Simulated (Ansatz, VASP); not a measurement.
One calculation of Ta2N, two programs

INCAR

```
PREC = Accurate
ENCUT = 520
EDIFF = 1E-6
ISMEAR = 0
SIGMA = 0.1
LREAL = F
LASPH = T
NELM = 80
ALGO = Normal
ISIF = 2
LWAVE = F
LCHARG = F
GGA = PE
NBANDS = 20
```

Contents of KPOINTS:

```
Automatic mesh
0
Gamma
  14 14 8
```

Contents of POSCAR:

```
Ta2N
1.0
    3.2408623711     -0.0143814202     -0.0084047261
   -1.6328858607      2.8217316397     -0.0092767227
   -0.0131485707     -0.0243492050      5.0714037190
Ta N
2 1
Direct
    0.6686252094      0.3404628970      0.7452684654
    0.3368847445      0.6566919545      0.2519983858
   -0.0055118086      0.0028414390      0.0027331488
```

Input for Ansatz:

```yaml
crystal:
  lattice:
    - [3.2408623711, -0.0143814202, -0.0084047261]
    - [-1.6328858607, 2.8217316397, -0.0092767227]
    - [-0.0131485707, -0.024349205, 5.071403719]
  atoms:
    - { symbol: Ta, position: [0.6686252094, 0.340462897, 0.7452684654] }
    - { symbol: Ta, position: [0.3368847445, 0.6566919545, 0.2519983858] }
    - { symbol: "N", position: [-0.0055118086, 0.002841439, 0.0027331488] }
basis:
  ecutwfc: 420
kpoints:
  mp_grid: { grid: [14, 14, 8] }
hamiltonian:
  xc: pbe
scf:
  occupations: { method: gaussian, width: 0.1 }
output:
  forces: true
  stress: true
  eigenvalues: true
```

Change from the starting cell: all atoms moved at random, cell strained at random.

Alike in both runs: task single point; functional PBE; k mesh 14 × 14 × 8; occupations gaussian, width 0.1 eV; no spin polarisation.

|  | VASP | Ansatz |
| --- | --- | --- |
| version | VASP 6.6.1 | Ansatz 0.2.0 |
| potentials or method | VASP PAW PBE potentials, release 64 (Ta_pv, N), cutoff 520 eV | scalar-relativistic, plane waves, PAW |
| valence electrons in the cell | 27 | 31 |

|  | VASP | Ansatz | Ansatz less VASP |
| --- | --- | --- | --- |
| gap on the k mesh at the Fermi level (eV) | none | none | - |
| pressure (GPa) | -26.7 | -26.9 | -0.19 |
| traceless stress, the component that is largest in VASP (GPa) | 0.98 | 0.98 | -0.007 |
| rms of the force components (eV/Å) | 0.247 | 0.259 | +0.0114 |

Atom by atom the forces differ by 0.014 eV/Å (rms over components). A gap of «none» marks a metal or a gap that the smearing closes. VASP's potentials hold 27 valence electrons a cell and Ansatz's 31, so a difference there can come from the potentials and not from the codes.

Neither program's run includes spin-orbit coupling.
